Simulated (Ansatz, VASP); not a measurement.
B in VASP and in Ansatz

Contents of INCAR:

```
  ALGO = Normal
  EDIFF = 1E-7
  ENCUT = 520
  GGA = RP
  ISIF = 2
  ISMEAR = -1
  LASPH = True
  LCHARG = False
  LREAL = False
  LWAVE = False
  NBANDS = 8
  NELM = 60
  PREC = Accurate
  SIGMA = 0.1
```

File KPOINTS:

```
k-points
0
Gamma
  31 31 31
```

The input POSCAR:

```
B
1.0
   -1.1450242244      1.1450242244      1.1450242244
    1.1450242244     -1.1450242244      1.1450242244
    1.1450242244      1.1450242244     -1.1450242244
B
1
Direct
    0.0000000000      0.0000000000      0.0000000000
```

Input for Ansatz:

```yaml
crystal:
  lattice:
    - [-1.1450242244, 1.1450242244, 1.1450242244]
    - [1.1450242244, -1.1450242244, 1.1450242244]
    - [1.1450242244, 1.1450242244, -1.1450242244]
  atoms:
    - { symbol: B, position: [0.0, 0.0, 0.0] }
hamiltonian:
  xc: rpbe
  pseudopotentials:
    kind: paw
    azcp:
      B: "pseudopotentials/B.paw.azcp"
basis:
  ecutwfc: 420
  fft_grid_basis: typed
kpoints:
  mp_grid: { grid: [31, 31, 31], shift: [0, 0, 0] }
magnetization:
  spin_polarized: false
scf:
  occupations: { method: fermi_dirac, width: 0.1 }
output:
  stress: true
```

Alike in both runs: task single point; functional RPBE; k mesh 31 × 31 × 31; occupations fermi-dirac, width 0.1 eV; no spin polarisation.

```csv
,VASP,Ansatz
version,VASP 6.6.1,Ansatz 0.2.0
potentials or method,"VASP PAW PBE potentials, release 64 (B), cutoff 520 eV","plane waves (420 eV) with PAW, scalar-relativistic"
valence electrons in the cell,3,3
```

|  | VASP | Ansatz | Ansatz less VASP |
| --- | --- | --- | --- |
| pressure (GPa) | 9.1 | 9.5 | +0.32 |

VASP's potentials were made for PBE, not for RPBE.
